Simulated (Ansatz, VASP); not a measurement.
One calculation of GaAs, two programs

```
CELL_PARAMETERS angstrom
0.00000 2.82685 2.82685
2.82685 0.00000 2.82685
2.82685 2.82685 0.00000
ATOMIC_POSITIONS crystal
As 0.75000 0.75000 0.75000
Ga 0.00000 0.00000 0.00000
```

Alike in both runs: task single point; functional PBE; k mesh 4 × 4 × 4; occupations fermi-dirac, width 0.04 eV; no spin polarisation.

```csv
,VASP,Ansatz
version,VASP 6.6.1,Ansatz 0.2.0
potentials or method,"VASP PAW PBE potentials, release 64 (As, Ga_d), cutoff 520 eV","all-electron LAPW, scalar-relativistic"
```

Ansatz gave:

| Item | Value |
| --- | --- |
| gap on the k mesh at the Fermi level (eV) | 0.51 |
| least direct gap on the mesh (eV) | 0.51 |
| pressure (GPa) | 3.5 |

Problem. What did VASP give for the same quantities?

Solution. gap on the k mesh at the Fermi level (eV): 0.51; least direct gap on the mesh (eV): 0.51; pressure (GPa): 3.7.

Ansatz ran all-electron here, and VASP with PAW potentials.

The k mesh is coarse, so the values compare programs but aren't converged.
